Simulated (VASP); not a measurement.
Wanted: the native input for a VASP 6.6.1 run.

* Task: relaxation of shape and atoms at fixed volume
* Functional: PBE
* Dispersion: D3(BJ)
* Potentials or basis: VASP PAW PBE potentials, release 64 (Be)
* Cutoff: 600 eV
* k mesh: 21 × 21 × 12
* Occupations: gaussian, width 0.1 eV
* Spin: no spin polarisation
* Dipole correction: no
* Further INCAR settings: ALGO = Fast; EDIFF = 1e-06; IBRION = 2; EDIFFG = -0.01; NSW = 50; ISIF = 4

The structure of Be lies in POSCAR:

```
Be
1.0
    2.2585478247      0.0000000000      0.0000000000
   -1.1292739123      1.9559597918      0.0000000000
    0.0000000000      0.0000000000      3.5658067864
Be
2
Direct
    0.3333333333      0.6666666667      0.2500000000
    0.6666666667      0.3333333333      0.7500000000
```

One way to write it, as run:

INCAR

```
PREC = Accurate
ENCUT = 600
EDIFF = 1E-6
ISMEAR = 0
SIGMA = 0.1
LREAL = False
LASPH = True
NELM = 80
ALGO = Fast
ISIF = 4
LWAVE = False
LCHARG = False
GGA = PE
IVDW = 12
IBRION = 2
NSW = 50
EDIFFG = -0.01
```

KPOINTS

```
Automatic mesh
0
Gamma
  21 21 12
```

Potentials or basis: VASP PAW PBE potentials, release 64 (Be).

Run with:

```bash
$ cat potpaw_PBE.64/Be/POTCAR > POTCAR
$ mpirun -np 1 vasp_std > vasp.out
```

Results of the run:

The energy gained by relaxing is 0.0 meV/atom and the ionic steps are 2. The pressure after relaxing is -6.9 GPa and the band gap on the k mesh is zero (bands 2 and 3 overlap by 2.09 eV). The dispersion energy per atom is -0.356 eV.

Wall time 46 s on 1 thread of Intel Xeon 8259CL (shared host), peak memory 0.17 GiB.
